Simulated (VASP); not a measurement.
Write the native input for VASP 6.6.1 that does the following.

```
Task                   : single point
Functional             : PBE
Potentials or basis    : VASP PAW PBE potentials, release 64 (Ge_d)
Cutoff                 : 520 eV
k mesh                 : 14 × 14 × 14
Occupations            : gaussian, width 0.15 eV
Spin                   : no spin polarisation
Dipole correction      : no
Further INCAR settings : ALGO = Normal; EDIFF = 1e-06; NBANDS = 21
```

The structure of Ge lies in POSCAR:

```
Ge
1.0
    0.0000000000      2.8382338794      3.2043660498
    2.8382338794      0.0000000000      3.2043660498
    2.8382338794      2.8382338794      0.0000000000
Ge
2
Direct
    0.5000000000      0.5000000000      0.5000000000
    0.7500000000      0.7500000000      0.7500000000
```

One way to write it, as run:

INCAR

```
PREC = Accurate
ENCUT = 520
EDIFF = 1E-6
ISMEAR = 0
SIGMA = 0.15
LREAL = F
LASPH = T
NELM = 100
ALGO = Normal
ISIF = 2
LWAVE = F
LCHARG = F
GGA = PE
NBANDS = 21
```

KPOINTS

```
regular mesh
0
Gamma
  14 14 14
```

Potentials or basis: VASP PAW PBE potentials, release 64 (Ge_d).

The run is started by

```console
$ cat potpaw_PBE.64/Ge_d/POTCAR > POTCAR
$ mpirun -np 1 vasp_std > vasp.out
```

Results of the run:

```json
{"Pressure": "-3.7 GPa", "Band gap on the k mesh": "zero (bands 14 and 15 overlap by 0.71 eV)"}
```

Caveat: the cell stands under tension; semilocal functionals underestimate gaps, so a narrow gap can read as zero.

Run time: 3.3 min on 1 thread of AMD EPYC 7R13 Processor (Zen 3), on a shared host, peak memory 0.3 GiB.
